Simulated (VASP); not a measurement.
**SrTiO3: single point with PBEsol**

Crystal: SrTiO3.

```xyz
5
Lattice="3.8911 0.0000 0.0000 0.0000 3.8911 0.0000 0.0000 0.0000 3.8911" Properties=species:S:1:pos:R:3 pbc="T T T"
Sr    1.9456    1.9456    1.9456
Ti    0.0000    0.0000    0.0000
O     1.9456    0.0000    0.0000
O     0.0000    1.9456    0.0000
O     0.0000    0.0000    1.9456
```

```json
{
 "Program": "VASP 6.6.1",
 "Task": "single point",
 "Functional": "PBEsol",
 "Potentials or basis": "VASP PAW PBE potentials, release 64 (Sr_sv, Ti_sv, O)",
 "Cutoff": "520 eV",
 "k mesh": "8 × 8 × 8",
 "Occupations": "fermi-dirac, width 0.1 eV",
 "Spin": "no spin polarisation",
 "Dipole correction": "no",
 "Further INCAR settings": "ALGO = Normal; EDIFF = 1e-07; NBANDS = 28"
}
```

```json
{
  "Pressure": "0.7 GPa",
  "Band gap on the k mesh": "1.82 eV (least direct gap 2.17 eV)"
}
```

Levels at points of the mesh, in eV from the valence-band top:
| k point | band 18 | band 19 | band 20 | band 21 | band 22 | band 23 |
| --- | --- | --- | --- | --- | --- | --- |
| (0.00, 0.00, 0.00) | -0.35 | -0.35 | -0.35 | 1.82 | 1.82 | 1.82 |
| (0.50, 0.00, 0.00) | -2.07 | -0.74 | -0.74 | 2.00 | 3.83 | 3.83 |
| (0.50, 0.50, 0.00) | -1.60 | -1.60 | -0.10 | 3.84 | 3.84 | 4.30 |
| (0.50, 0.50, 0.50) | 0.00 | 0.00 | 0.00 | 4.54 | 4.54 | 4.54 |

Wall time 2.1 min on 1 thread of Intel Xeon 8259CL (shared host), peak memory 0.21 GiB.

Caveat: the PAW data sets were made with another functional, which shifts forces and pressure a little. A k mesh can miss the band edges.
